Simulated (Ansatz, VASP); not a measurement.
**PbS in VASP and in Ansatz**

```xyz
8
Lattice="-2.5155 4.3569 0.0000 0.0000 0.0000 6.0231 7.5464 4.3569 0.0000" Properties=species:S:1:pos:R:3 pbc="T T T"
Pb    0.0000    2.9046    1.5058
Pb    2.5155    7.2615    1.5058
Pb    2.5155    1.4523    4.5173
Pb    5.0309    5.8092    4.5173
S     2.5155    1.4523    1.5058
S     5.0309    5.8092    1.5058
S     0.0000    2.9046    4.5173
S     2.5155    7.2615    4.5173
```

Alike in both runs: task single point; functional PBE; k mesh 4 × 2 × 2; occupations gaussian, width 0.1 eV; no spin polarisation.

|  | VASP | Ansatz |
| --- | --- | --- |
| version | VASP 6.6.1 | Ansatz 0.2.0 |
| potentials or method | VASP PAW PBE potentials, release 64 (Pb_d, S), cutoff 520 eV | scalar-relativistic, plane waves, PAW |
| valence electrons in the cell | 80 | 80 |

|  | VASP | Ansatz | Ansatz less VASP |
| --- | --- | --- | --- |
| gap on the k mesh at the Fermi level (eV) | 1.54 | 1.54 | -0.004 |
| least direct gap on the mesh (eV) | 1.54 | 1.54 | -0.004 |
| pressure (GPa) | 0.8 | 0.8 | +0.06 |
| traceless stress, the component that is largest in VASP (GPa) | 2.83 | 2.84 | +0.004 |
| rms of the force components (eV/Å) | 0.003 | 0.003 | 0.0000 |

Atom by atom the forces differ by 0.000 eV/Å (rms over components). The functional is the same, so the differences come from potentials, cutoffs and numerics.

The k mesh is coarse, so the values compare programs but aren't converged. Spin-orbit coupling is off throughout.
